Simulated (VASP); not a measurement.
SnTe5:

```
Sn Te
1.0
     3.37270    1.94723    6.35272
    -3.37270    1.94723    6.35272
     0.00000   -3.89446    6.35272
Sn Te
1 5
Direct
  0.50000 0.50000 0.50000
  0.33979 0.00000 0.66021
  0.83330 0.83330 0.83330
  0.00000 0.66021 0.33979
  0.66021 0.33979 0.00000
  0.16670 0.16670 0.16670
```

* Program: VASP 6.6.1
* Task: relaxation of cell and atoms
* Functional: PBE
* Potentials or basis: VASP PAW PBE potentials, release 64 (Sn_d, Te)
* Cutoff: 600 eV
* k mesh: 3 × 3 × 3
* Occupations: gaussian, width 0.1 eV
* Spin: no spin polarisation

At the start: pressure -7.5 GPa; volume 41.72 Å³/atom.

**Question.** Where does the relaxation end?

**Answer.** Over 20 steps the energy falls by 607.7 meV/atom and the volume is 32.18 Å³/atom (-22.9 %); space group R32 (No. 155, to 0.05 Å).

The path:
```csv
step,energy change (eV),largest force (eV/Å),pressure (GPa),volume (Å³)
1,0.0000,0.2058,-7.54,250.33
2,-2.6286,0.2519,-3.18,185.71
3,-2.7926,0.2144,-0.07,172.71
4,-2.7940,0.2090,0.35,171.35
5,-2.8814,0.1877,0.62,170.87
6,-2.9228,0.1391,1.08,170.36
7,-3.0231,0.1313,2.35,169.02
8,-3.0599,0.1959,6.41,164.96
9,-3.0868,0.2007,6.33,165.47
10,-3.1672,0.2159,6.15,166.99
11,-3.2754,0.2639,6.05,169.86
12,-3.2546,0.4171,6.39,174.95
13,-3.3867,0.3427,4.88,179.10
14,-3.5905,0.1418,1.18,191.95
15,-3.6020,0.0917,0.34,195.63
16,-3.6021,0.0849,0.24,196.14
17,-3.6088,0.0785,0.23,195.91
18,-3.6255,0.0585,0.16,195.21
19,-3.6443,0.0198,0.06,193.74
20,-3.6462,0.0083,0.01,193.07
```

Final structure:
```cif
data_structure
_symmetry_space_group_name_H-M 'P 1'
_symmetry_Int_Tables_number 1
_cell_length_a 6.0055
_cell_length_b 6.0055
_cell_length_c 6.0055
_cell_angle_alpha 73.049
_cell_angle_beta 73.049
_cell_angle_gamma 73.049
_cell_volume 193.07
loop_
_atom_site_label
_atom_site_type_symbol
_atom_site_fract_x
_atom_site_fract_y
_atom_site_fract_z
_atom_site_occupancy
Sn1 Sn 0.50000 0.50000 0.50000 1
Te1 Te 0.34714 0.00000 0.65286 1
Te2 Te 0.82531 0.82531 0.82531 1
Te3 Te 0.00000 0.65286 0.34714 1
Te4 Te 0.65286 0.34714 0.00000 1
Te5 Te 0.17469 0.17469 0.17469 1
```

Caveat: the k points lie up to 0.37 Å⁻¹ apart in the final cell; the volume moved by over 15 % at a fixed basis, so the end points are rough.
